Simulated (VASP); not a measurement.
# CdF2 (Fm-3m) in VASP: further runs

The runs below take CdF2 through electric field gradients, phonons, with r2SCAN.

Everything below comes from runs of VASP 6.6.1. Logs are shortened: lines on timing, memory, paths and dates and some standing lists are left out, and cuts for length are marked.

### 1 The cell of the first run

The structure is cubic, space group Fm-3m (No. 225). Conventional cell: a = 5.388 Å, b = 5.388 Å, c = 5.388 Å, α = 90.00°, β = 90.00°, γ = 90.00°. Within 3.1 Å of Cd (site symmetry m-3m) lie 8 F at 2.33 Å. Within 3.1 Å of F (site symmetry -43m) lie 4 Cd at 2.33 Å and 6 F at 2.69 Å.

### 2 Electric field gradients, r2SCAN

File POSCAR:

```
CdF2
1.0
    0.0000000000      2.6940982790      2.6940982790
    2.6940982790      0.0000000000      2.6940982790
    2.6940982790      2.6940982790      0.0000000000
Cd F
1 2
Direct
    0.0000000000      0.0000000000      0.0000000000
    0.2500000000      0.2500000000      0.2500000000
    0.7500000000      0.7500000000      0.7500000000
```

File INCAR.step1:

```
SYSTEM = CdF2
ALGO = Normal
EDIFF = 1E-4
ENCUT = 520
GGA = PE
ISMEAR = 0
LASPH = .TRUE.
LCHARG = .FALSE.
LREAL = .FALSE.
LWAVE = .TRUE.
NBANDS = 20
NELM = 60
PREC = Accurate
SIGMA = 0.05
```

File INCAR.step2:

```
SYSTEM = CdF2
ALGO = Normal
EDIFF = 1E-8
ENCUT = 520
ISIF = 2
ISMEAR = 0
ISTART = 1
LASPH = .TRUE.
LCHARG = .FALSE.
LEFG = .TRUE.
LMIXTAU = .TRUE.
LREAL = .FALSE.
LWAVE = .FALSE.
METAGGA = R2SCAN
NBANDS = 20
NELM = 60
PREC = Accurate
SIGMA = 0.05
```

File KPOINTS:

```
k-points
0
G
  8 8 8
  0 0 0
```

Potentials or basis: VASP PAW PBE potentials, release 64 (Cd, F).

Command:

```
cat potpaw_PBE.64/Cd/POTCAR potpaw_PBE.64/F/POTCAR > POTCAR
cp INCAR.step1 INCAR
mpirun -np 1 vasp_std > vasp.out
cp INCAR.step2 INCAR
mpirun -np 1 vasp_std > vasp.out
```

OUTCAR:

```text
SYSTEM = CdF2
   EDIFF = 1E-8
   ENCUT = 520
   ISIF = 2
   ISMEAR = 0
   ISTART = 1
   LASPH = .TRUE.
   LREAL = .FALSE.
   METAGGA = R2SCAN
   NELM = 60
   PREC = Accurate

 ion  position               nearest neighbor table
   1  0.000  0.000  0.000-   3 2.33   3 2.33   3 2.33   2 2.33   2 2.33   2 2.33   3 2.33   2 2.33

   2  0.250  0.250  0.250-   1 2.33   1 2.33   1 2.33   1 2.33
   3  0.750  0.750  0.750-   1 2.33   1 2.33   1 2.33   1 2.33

  LATTYP: Found a face centered cubic cell.
 ALAT       =     5.3881965580

  Lattice vectors:

 A1 = (   0.0000000000,   2.6940982790,   2.6940982790)
 A2 = (   2.6940982790,   0.0000000000,   2.6940982790)
 A3 = (   2.6940982790,   2.6940982790,   0.0000000000)

Analysis of symmetry for initial positions (statically):
=====================================================================
 Subroutine PRICEL returns:
 Original cell was already a primitive cell.

 Routine SETGRP: Setting up the symmetry group for a
 face centered cubic supercell.

 Subroutine GETGRP returns: Found 48 space group operations
 (whereof 48 operations were pure point group operations)
 out of a pool of 48 trial point group operations.

The static configuration has the point symmetry O_h .

Analysis of symmetry for dynamics (positions and initial velocities):
=====================================================================
 Subroutine PRICEL returns:
 Original cell was already a primitive cell.

 Routine SETGRP: Setting up the symmetry group for a
 face centered cubic supercell.

 Subroutine GETGRP returns: Found 48 space group operations
 (whereof 48 operations were pure point group operations)
 out of a pool of 48 trial point group operations.

The dynamic configuration has the point symmetry O_h .

 Subroutine INISYM returns: Found 48 space group operations
 (whereof 48 operations are pure point group operations),
 and found     1 'primitive' translations

----------------------------------------------------------------------------------------

                                     Primitive cell

  volume of cell :      39.1084

  direct lattice vectors                    reciprocal lattice vectors
     0.000000000  2.694098279  2.694098279    -0.185590854  0.185590854  0.185590854
     2.694098279  0.000000000  2.694098279     0.185590854 -0.185590854  0.185590854
     2.694098279  2.694098279  0.000000000     0.185590854  0.185590854 -0.185590854

  length of vectors
     3.810030325  3.810030325  3.810030325     0.321452788  0.321452788  0.321452788

  position of ions in fractional coordinates (direct lattice)
     0.000000000  0.000000000  0.000000000
     0.250000000  0.250000000  0.250000000
     0.750000000  0.750000000  0.750000000

  ion indices of the primitive-cell ions
   primitive index   ion index
                 1           1
                 2           2
                 3           3

----------------------------------------------------------------------------------------

 KPOINTS: k-points

Automatic generation of k-mesh.
 Grid dimensions read from file:
 generate k-points for:    8    8    8

 Generating k-lattice:

  Cartesian coordinates                     Fractional coordinates (reciprocal lattice)
    -0.023198857  0.023198857  0.023198857     0.125000000  0.000000000  0.000000000
     0.023198857 -0.023198857  0.023198857     0.000000000  0.125000000  0.000000000
     0.023198857  0.023198857 -0.023198857     0.000000000  0.000000000  0.125000000

  Length of vectors
     0.040181599  0.040181599  0.040181599

  Shift w.r.t. Gamma in fractional coordinates (k-lattice)
     0.000000000  0.000000000  0.000000000

 Subroutine IBZKPT returns following result:
 ===========================================

 Found     29 irreducible k-points:

 Following reciprocal coordinates:
            Coordinates               Weight
  0.000000  0.000000  0.000000      1.000000
  0.125000  0.000000  0.000000      8.000000
  0.250000  0.000000  0.000000      8.000000
  0.375000  0.000000  0.000000      8.000000
  0.500000  0.000000  0.000000      4.000000
  0.125000  0.125000  0.000000      6.000000
[... 16 lines left out ...]
  0.500000  0.250000  0.125000     48.000000
 -0.375000  0.250000  0.125000     24.000000
 [... further k-points ...]
   k-points           NKPTS =     29   k-points in BZ     NKDIM =     29   number of bands    NBANDS=     20
   number of dos      NEDOS =    301   number of ions     NIONS =      3
   total plane-waves  NPLWV =  21952
   dimension x,y,z NGX =    28 NGY =   28 NGZ =   28
   dimension x,y,z NGXF=    56 NGYF=   56 NGZF=   56
   ions per type =               1   2
   NGX,Y,Z   is equivalent  to a cutoff of  12.22, 12.22, 12.22 a.u.
   NGXF,Y,Z  is equivalent  to a cutoff of  24.43, 24.43, 24.43 a.u.
 SYSTEM =  CdF2
   PREC   = accura    normal or accurate (medium, high low for compatibility)
   ISTART =      1    job   : 0-new  1-cont  2-samecut
   ICHARG =      0    charge: 1-file 2-atom 10-const
   ISPIN  =      1    spin polarized calculation?
   LNONCOLLINEAR =      F non collinear calculations
   LSORBIT =      F    spin-orbit coupling
   LASPH  =      T    aspherical Exc in radial PAW
   ENCUT  =  520.0 eV  38.22 Ry    6.18 a.u.   7.08  7.08  7.08*2*pi/ulx,y,z
   NELM   =     60;   NELMIN=  2; NELMDL=  0     # of ELM steps
   EDIFF  = 0.1E-07   stopping-criterion for ELM
   LREAL  =      F    real-space projection
   EDIFFG = 0.1E-06   stopping-criterion for IOM
   NSW    =      0    number of steps for IOM
   IBRION =     -1    ionic relax: 0-MD 1-quasi-New 2-CG
   NFREE  =      0    steps in history (QN), initial steepest desc. (CG)
   ISIF   =      2    stress and relaxation
   ISYM   =      2    0-nonsym 1-usesym 2-fastsym
   POTIM  = 0.5000    time-step for ionic-motion
   TEBEG  =    0.0;   TEEND  =   0.0 temperature during run
   PSTRESS=    0.0 pullay stress
   NELECT =      26.0000    total number of electrons
   NUPDOWN=      -1.0000    fix difference up-down
   EMIN   =  10.00;   EMAX   =-10.00  energy-range for DOS
   EFERMI =   0.00;   METHOD = LEGACY
   ISMEAR =     0;   SIGMA  =   0.05  broadening in eV -4-tet -1-fermi 0-gaus
   EFERMI_NEDOS =   21; number of points for ismear=-14 and -15
   IALGO  =     38    algorithm
   IMIX   =      4    mixing-type and parameters
     AMIX     =   0.40;   BMIX     =  1.00
     AMIX_MAG =   1.60;   BMIX_MAG =  1.00
  volume/ion in A,a.u.               =      13.04        87.97
  Fermi-wavevector in a.u.,A,eV,Ry     =   1.428814  2.700068 27.776442  2.041511
  Thomas-Fermi vector in A             =   2.548836
   LORBIT       =      0    0 simple, 1 ext, 2 COOP (PROOUT), +10 PAW based schemes
   METAGGA = R2SCAN    functional components
   LHFCALC =     F    Hartree Fock is set to
   AEXX    =    0.0000 exact exchange contribution
   IVDW    =     0    specifies the selected vdW correction
   LEPSILON=     F    determine dielectric tensor
   LRPA    =     F    only Hartree local field effects (RPA)
 non-spin polarized calculation
 Gauss-broadening in eV      SIGMA  =   0.05
  energy-cutoff  :      520.00
  volume of cell :       39.11
 maximum number of plane-waves:      1067
   NGX = 15   NGY = 15   NGZ = 15

 number of electron      25.9999990 magnetization

 Free energy of the ion-electron system (eV)
  ---------------------------------------------------
  ext. energy  EPLUGINS =         0.00000000
  ---------------------------------------------------
  free energy    TOTEN  =       -33.71932092 eV

  energy without entropy =      -33.71932092  energy(sigma->0) =      -33.71932092

 E-fermi :  -1.6084     XC(G=0): -11.0475

 val. band max:       -1.8687309627   @ k =  -0.2500   0.5000   0.2500
 cond. band min:       1.8812134322   @ k =   0.0000   0.0000   0.0000
 fundamental gap:      3.7499443949
 Fermi energy:        -1.6084153599

 k-point     1 :       0.0000    0.0000    0.0000
  band No.  band energies     occupation
      1     -23.8075      2.00000
      2     -22.7415      2.00000
      3      -7.4977      2.00000
      4      -7.4976      2.00000
      5      -7.4976      2.00000
      6      -6.2598      2.00000
[... 12 lines left out ...]
     19      18.9918      0.00000
     20      18.9918      0.00000
[... 507 lines left out ...]
 k-point    24 :      -0.3750    0.2500    0.1250
  band No.  band energies     occupation
      1     -23.2619      2.00000
      2     -23.2275      2.00000
      3      -7.0333      2.00000
      4      -6.9217      2.00000
      5      -6.3204      2.00000
      6      -6.2981      2.00000
[... 12 lines left out ...]
     19      17.6330      0.00000
     20      21.5469      0.00000

 [... further k-points ...]
[... 5 lines left out ...]
  --------------------------------------------------------------------------------------
  -------------------------------------------------------------------------------------
  Total        0.2444626      0.2444626      0.2444626      0.0000000      0.0000000      0.0000000
  in kB       10.0150393     10.0150393     10.0150393      0.0000000      0.0000000      0.0000000
  external PRESSURE =      10.0150393 kB  Pullay stress =       0.0000000 kB

 VOLUME and BASIS-vectors are now :
 -----------------------------------------------------------------------------
  energy-cutoff  :      520.00
  volume of cell :       39.11
      direct lattice vectors                 reciprocal lattice vectors
     0.000000000  2.694098279  2.694098279    -0.185590854  0.185590854  0.185590854
     2.694098279  0.000000000  2.694098279     0.185590854 -0.185590854  0.185590854
     2.694098279  2.694098279  0.000000000     0.185590854  0.185590854 -0.185590854

 POSITION                                       TOTAL-FORCE (eV/Angst)
 -----------------------------------------------------------------------------------
      0.00000      0.00000      0.00000         0.000000     -0.000000     -0.000000
      1.34705      1.34705      1.34705         0.000000     -0.000000      0.000000
      4.04115      4.04115      4.04115        -0.000000      0.000000      0.000000
 -----------------------------------------------------------------------------------
    total drift:                                0.000000      0.000000      0.000000

  FREE ENERGIE OF THE ION-ELECTRON SYSTEM (eV)
  ---------------------------------------------------
  free  energy   TOTEN  =       -33.7193209152 eV

  energy  without entropy=      -33.7193209152  energy(sigma->0) =      -33.71932092

 Electric field gradients (V/A^2)
---------------------------------------------------------------------
 ion       V_xx      V_yy      V_zz      V_xy      V_xz      V_yz
---------------------------------------------------------------------
   1      -0.000    -0.000     0.000    -0.002    -0.002    -0.002
   2      -0.000     0.000     0.000     0.008     0.008     0.008
   3      -0.000     0.000     0.000     0.008     0.008     0.008
---------------------------------------------------------------------

 Electric field gradients after diagonalization (V/A^2)
 (convention: |V_zz| > |V_xx| > |V_yy|)
----------------------------------------------------------------------
 ion       V_xx      V_yy      V_zz     asymmetry (V_yy - V_xx)/ V_zz
----------------------------------------------------------------------
   1       0.002     0.002    -0.004       0.000
   2      -0.008    -0.008     0.017       0.000
   3      -0.008    -0.008     0.017       0.000
----------------------------------------------------------------------

           NMR quadrupolar parameters

 Cq : quadrupolar parameter    Cq=e*Q*V_zz/h
 eta: asymmetry parameters     (V_yy - V_xx)/ V_zz
 Q  : nuclear electric quadrupole moment in mb (millibarn)
----------------------------------------------------------------------
 ion       Cq(MHz)       eta       Q (mb)
----------------------------------------------------------------------
   1      -0.000       0.000       1.000
   2       0.000       0.000       1.000
   3       0.000       0.000       1.000
----------------------------------------------------------------------
```

It took 3.3 min on 1 thread of Oxide Virtual Turin-like, shared host; peak memory 0.14 GiB.

What came out:

- Free energy: -33.7193 eV
- Pressure: 1.0 GPa
- Band gap on the k mesh: 3.75 eV (least direct gap 4.25 eV)
- Largest electric field gradient by atom: under 0.05 V/Å² on every atom

Caveat: the PAW data sets were made with another functional, which shifts forces and pressure a little. r2SCAN opens gaps a little over a GGA but as a rule still falls short of measured ones.

(Part 1 of 2 ends here.)
